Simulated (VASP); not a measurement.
# SnS2 (P-3m1) in VASP: G0W0 quasiparticle levels with LDA

Aim: the G0W0 quasiparticle levels of SnS2 with LDA.

Everything below comes from runs of VASP 6.6.1. Logs are shortened: lines on timing, memory, paths and dates and some standing lists are left out, and cuts for length are marked.

### Step 1. The cell of the first run

The structure is trigonal, space group P-3m1 (No. 164). The conventional cell has a = 3.639 Å, b = 3.639 Å, c = 5.868 Å, α = 90.00°, β = 90.00°, γ = 120.00°. Sn (site symmetry -3m) has 6 S at 2.56 Å within 3.4 Å. S (site symmetry 3m) has 3 Sn at 2.56 Å within 3.4 Å.

### Step 2. G0W0 quasiparticle levels, LDA

POSCAR

```
SnS2
1.0
    3.6389999975      0.0000000000      0.0000000000
   -1.8194999987      3.1514664422      0.0000000000
    0.0000000000      0.0000000000      5.8680000000
Sn S
1 2
Direct
    0.0000000000      0.0000000000      0.0000000000
    0.3333333333      0.6666666667      0.2500000000
    0.6666666667      0.3333333333      0.7500000000
```

INCAR.step1

```
PREC = Accurate
ENCUT = 500
EDIFF = 1E-8
ISMEAR = 0
SIGMA = 0.01
LREAL = False
LASPH = True
NELM = 80
ALGO = Normal
LWAVE = True
LCHARG = False
GGA = CA
```

INCAR.step2

```
PREC = Accurate
ENCUT = 500
EDIFF = 1E-8
ISMEAR = 0
SIGMA = 0.01
LREAL = False
LASPH = True
NELM = 1
ALGO = Exact
LWAVE = True
LCHARG = False
GGA = CA
NBANDS = 73
LOPTICS = True
ISTART = 1
```

INCAR.step3

```
PREC = Accurate
ENCUT = 500
EDIFF = 1E-8
ISMEAR = 0
SIGMA = 0.01
LREAL = False
LASPH = True
ALGO = EVGW0
LWAVE = False
LCHARG = False
GGA = CA
NELMGW = 1
NBANDS = 73
ENCUTGW = 120.0
NOMEGA = 96
PRECFOCK = Fast
ISTART = 1
NBANDSGW = 21
OMEGAMAX = 20
```

KPOINTS

```
Automatic mesh
0
Gamma
  6 6 2
```

Potentials or basis: VASP PAW LDA potentials, release 64 (Sn_d_GW, S_GW).

The run is started by

```sh
$ cat potpaw_LDA.64/Sn_d_GW/POTCAR potpaw_LDA.64/S_GW/POTCAR > POTCAR
$ cp INCAR.step1 INCAR
$ mpirun -np 1 vasp_std > vasp.out
$ cp INCAR.step2 INCAR
$ mpirun -np 1 vasp_std > vasp.out
$ cp INCAR.step3 INCAR
$ mpirun -np 1 vasp_std > vasp.out
```

OUTCAR:

```text
PREC = Accurate
   ENCUT = 500
   EDIFF = 1E-8
   ISMEAR = 0
   LREAL = False
   LASPH = True
   GGA = CA
   NELMGW = 1
   ENCUTGW = 120.0
   PRECFOCK = Fast
   ISTART = 1

 ion  position               nearest neighbor table
   1  0.000  0.000  0.000-   2 2.56   3 2.56   2 2.56   3 2.56   3 2.56   2 2.56
   2  0.333  0.667  0.250-   1 2.56   1 2.56   1 2.56
   3  0.667  0.333  0.750-   1 2.56   1 2.56   1 2.56

  LATTYP: Found a hexagonal cell.
 ALAT       =     3.6389999975
 C/A-ratio  =     1.6125309162

  Lattice vectors:

 A1 = (   3.6389999975,   0.0000000000,   0.0000000000)
 A2 = (  -1.8194999987,   3.1514664422,   0.0000000000)
 A3 = (   0.0000000000,   0.0000000000,   5.8680000000)

Analysis of symmetry for initial positions (statically):
=====================================================================
 Subroutine PRICEL returns:
 Original cell was already a primitive cell.

 Routine SETGRP: Setting up the symmetry group for a
 hexagonal supercell.

 Subroutine GETGRP returns: Found 12 space group operations
 (whereof 12 operations were pure point group operations)
 out of a pool of 24 trial point group operations.

The static configuration has the point symmetry D_3d.

Analysis of symmetry for dynamics (positions and initial velocities):
=====================================================================
 Subroutine PRICEL returns:
 Original cell was already a primitive cell.

 Routine SETGRP: Setting up the symmetry group for a
 hexagonal supercell.

 Subroutine GETGRP returns: Found 12 space group operations
 (whereof 12 operations were pure point group operations)
 out of a pool of 24 trial point group operations.

The dynamic configuration has the point symmetry D_3d.

 Subroutine INISYM returns: Found 12 space group operations
 (whereof 12 operations are pure point group operations),
 and found     1 'primitive' translations

----------------------------------------------------------------------------------------

                                     Primitive cell

  volume of cell :      67.2953

  direct lattice vectors                    reciprocal lattice vectors
     3.638999998  0.000000000  0.000000000     0.274800770  0.158656298  0.000000000
    -1.819499999  3.151466442  0.000000000     0.000000000  0.317312597  0.000000000
     0.000000000  0.000000000  5.868000000     0.000000000  0.000000000  0.170415815

[... 46 lines left out ...]
  0.166667  0.166667  0.000000      6.000000
  0.333333  0.166667  0.000000     12.000000
  0.333333  0.333333  0.000000      2.000000
  0.000000  0.000000  0.500000      1.000000
  0.166667 -0.000000  0.500000      6.000000
  0.333333 -0.000000  0.500000      6.000000
  0.500000  0.000000  0.500000      3.000000
  0.166667  0.166667  0.500000      6.000000
  0.333333  0.166667  0.500000     12.000000
  0.333333  0.333333  0.500000      2.000000
   k-points           NKPTS =     14   k-points in BZ     NKDIM =     72   number of bands    NBANDS=     73
   number of dos      NEDOS =    301   number of ions     NIONS =      3
   total plane-waves  NPLWV =  37632
   dimension x,y,z NGX =    28 NGY =   28 NGZ =   48
   dimension x,y,z NGXF=    56 NGYF=   56 NGZF=   96
   ions per type =               1   2
   NGX,Y,Z   is equivalent  to a cutoff of  12.79, 12.79, 13.60 a.u.
   NGXF,Y,Z  is equivalent  to a cutoff of  25.58, 25.58, 27.20 a.u.
 SYSTEM =  unknown system
   PREC   = accura    normal or accurate (medium, high low for compatibility)
   ISTART =      1    job   : 0-new  1-cont  2-samecut
   ICHARG =      0    charge: 1-file 2-atom 10-const
   ISPIN  =      1    spin polarized calculation?
   LNONCOLLINEAR =      F non collinear calculations
   LSORBIT =      F    spin-orbit coupling
   LASPH  =      T    aspherical Exc in radial PAW
   ENCUT  =  500.0 eV  36.75 Ry    6.06 a.u.   6.63  6.63 10.70*2*pi/ulx,y,z
   NELM   =     60;   NELMIN=  2; NELMDL=  0     # of ELM steps
   EDIFF  = 0.1E-07   stopping-criterion for ELM
   LREAL  =      F    real-space projection
   EDIFFG = 0.1E-06   stopping-criterion for IOM
   NSW    =      0    number of steps for IOM
   IBRION =     -1    ionic relax: 0-MD 1-quasi-New 2-CG
   NFREE  =      0    steps in history (QN), initial steepest desc. (CG)
   ISIF   =      0    stress and relaxation
   ISYM   =      3    0-nonsym 1-usesym 2-fastsym
   POTIM  = 0.5000    time-step for ionic-motion
   TEBEG  =    0.0;   TEEND  =   0.0 temperature during run
   PSTRESS=    0.0 pullay stress
   NELECT =      26.0000    total number of electrons
   NUPDOWN=      -1.0000    fix difference up-down
   EMIN   =  10.00;   EMAX   =-10.00  energy-range for DOS
   EFERMI =   0.00;   METHOD = LEGACY
   ISMEAR =     0;   SIGMA  =   0.01  broadening in eV -4-tet -1-fermi 0-gaus
   EFERMI_NEDOS =   21; number of points for ismear=-14 and -15
   IALGO  =     38    algorithm
   IMIX   =      4    mixing-type and parameters
     AMIX     =   0.40;   BMIX     =  1.00
     AMIX_MAG =   1.60;   BMIX_MAG =  1.00
  volume/ion in A,a.u.               =      22.43       151.38
  Fermi-wavevector in a.u.,A,eV,Ry     =   1.192352  2.253218 19.343434  1.421702
  Thomas-Fermi vector in A             =   2.328392
   LORBIT       =      0    0 simple, 1 ext, 2 COOP (PROOUT), +10 PAW based schemes
   GGA     = CA    functional components
   LHFCALC =     T    Hartree Fock is set to
   PRECFOCK=fast      Normal, Fast or Accurate (Low or Medium for compatibility)
   ENCUT4O =  -1.0   cutoff for four orbital integrals eV
   NKREDX  =     1    reduce k-point grid by
   NKREDY  =     1    reduce k-point grid by
   NKREDZ  =     1    reduce k-point grid by
   AEXX    =    1.0000 exact exchange contribution
   HFSCREEN=    0.0000 screening length (either q_TF or 0.3 A-1)
   HFSCREENC=   0.0000 screening length for correlation (either q_TF or 0.3 A-1)
   ENCUTFOCK=  -1.0 apply spherical cutoff to Coloumb kernel
   IVDW    =     0    specifies the selected vdW correction
   LEPSILON=     F    determine dielectric tensor
   LRPA    =     F    only Hartree local field effects (RPA)
   LRPAFORCE           =     F    calculate RPA forces
   ENCUTGW             = 120.0    cutoff for response function in eV
   ENCUTGWSOFT         =  96.0    soft cutoff for Coulomb kernel in GW response function in eV
   ENCUTLF             =  -1.0    cutoff for local field effects
   NELMGW              =     1    number of iterations in solving QP/BSE equation
   NELMHF              =     1    number of iterations in the inner HF iteration
   NKREDLFX            =     1    NKREDLFY  =   1   NKREDLFZ  =   1
 non-spin polarized calculation
 Gauss-broadening in eV      SIGMA  =   0.01
  energy-cutoff  :      500.00
  volume of cell :       67.30
 maximum number of plane-waves:      1737
 NGX is ok and might be reduce to    28
  NGX = 16; NGY = 16; NGZ = 28
   NGX = 13   NGY = 13   NGZ = 21
 maximum number of plane-waves:       214
 NGX is ok and might be reduce to    14

 QP shifts <psi_nk| G(iteration)W_0 |psi_nk>: iteration 1
 for sc-GW calculations column KS-energies equals QP-energies in previous step
 and V_xc(KS)=  KS-energies - (<T + V_ion + V_H > + <T+V_H+V_ion>^1  + <V_x>^1)

 k-point   1 :       0.0000    0.0000    0.0000
  band No.  KS-energies  QP-energies   sigma(KS)   V_xc(KS)     V^pw_x(r,r')   Z            occupation Imag(sigma)

      1     -17.2233     -18.3208     -19.1012     -17.4439     -27.1020       0.6622       2.0000      -0.7625
      2     -17.2233     -18.3208     -19.1012     -17.4439     -27.1020       0.6622       2.0000      -0.7625
      3     -17.1718     -18.1243     -18.8813     -17.4057     -26.9587       0.6455       2.0000      -1.1156
      4     -17.1444     -18.1757     -19.0232     -17.4596     -27.0301       0.6596       2.0000      -0.8873
      5     -17.1444     -18.1757     -19.0232     -17.4596     -27.0301       0.6596       2.0000      -0.8873
      6     -10.1914      -9.9395     -12.3412     -12.7509     -20.7330       0.6148       2.0000       1.3621
[... 338 lines left out ...]
     20      13.1421      14.0555      -9.6057     -10.7990      -4.8635       0.7655       0.0000      -0.2239
     21      13.1421      14.0555      -9.6057     -10.7990      -4.8635       0.7655       0.0000      -0.2239
```

Wall time 9.9 min (1 thread of Intel Xeon Platinum 8488C (Sapphire Rapids), shared host); peak memory 1.1 GiB.

What came out:

- Quasiparticle gap: 2.32 eV
- Least direct quasiparticle gap: 2.80 eV
- Band gap of the starting levels on the mesh: 1.35 eV
- Least direct gap of the starting levels on the mesh: 1.75 eV

Caveat: the k points lie up to 0.54 Å⁻¹ apart; bands, screening cutoff and mesh are small and nothing is extrapolated, so the quasiparticle values aren't converged; spin-orbit coupling is left out, which moves the levels of the heavy elements.
